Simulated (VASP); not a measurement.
Here is a VASP 6.6.1 calculation.

File INCAR:

```
SYSTEM = Ni
PREC     = Accurate       ! precision mode
ENCUT    = 520            ! plane-wave cutoff, eV
EDIFF    = 1E-6           ! SCF threshold, eV
ISMEAR   = -1             ! smearing method
SIGMA    = 0.05           ! smearing width, eV
LREAL    = .FALSE.        ! projectors in reciprocal space
LASPH    = .TRUE.         ! aspherical terms in the spheres
NELM     = 150            ! most SCF steps
ALGO     = Normal         ! electronic algorithm
ISIF     = 2              ! what is computed and relaxed
LWAVE    = .FALSE.        ! write WAVECAR
LCHARG   = .TRUE.         ! write CHGCAR
ISPIN    = 2              ! spin polarisation
MAGMOM   = 0.71 0.71      ! initial moments
LORBIT   = 11             ! projections on sites
LMAXMIX  = 4              ! l up to which the mixer works
GGA      = RP             ! functional
LELF     = .TRUE.         ! ELF
LVHAR    = .TRUE.       
NBANDS   = 21             ! bands
```

File KPOINTS:

```
regular mesh
0
G
  16 16 9
  0 0 0
```

The input POSCAR:

```
Ni
1.0
    2.5467162145      0.0000000000      0.0000000000
   -1.2733581073      2.2055209380      0.0000000000
    0.0000000000      0.0000000000      4.1702000557
Ni
2
Direct
    0.3333333333      0.6666666667      0.2500000000
    0.6666666667      0.3333333333      0.7500000000
```

Potentials or basis: VASP PAW PBE potentials, release 64 (Ni).

Launch:

```console
$ cat potpaw_PBE.64/Ni/POTCAR > POTCAR
$ mpirun -np 1 vasp_std > vasp.out
```

Task: Predict the pressure.

Result: -6.2 GPa.

Task: What does it give for the site moments?

Result: Ni +0.69 μB.

Task: Estimate the net moment.

Result: 1.34 μB per cell.

Stress tensor (GPa, compression positive):
```
-6.34  0.00  0.00
 0.00 -6.34  0.00
 0.00  0.00 -5.99
```

Caveat: the cell stands under tension; the PAW data sets were made with another functional, which shifts forces and pressure a little.
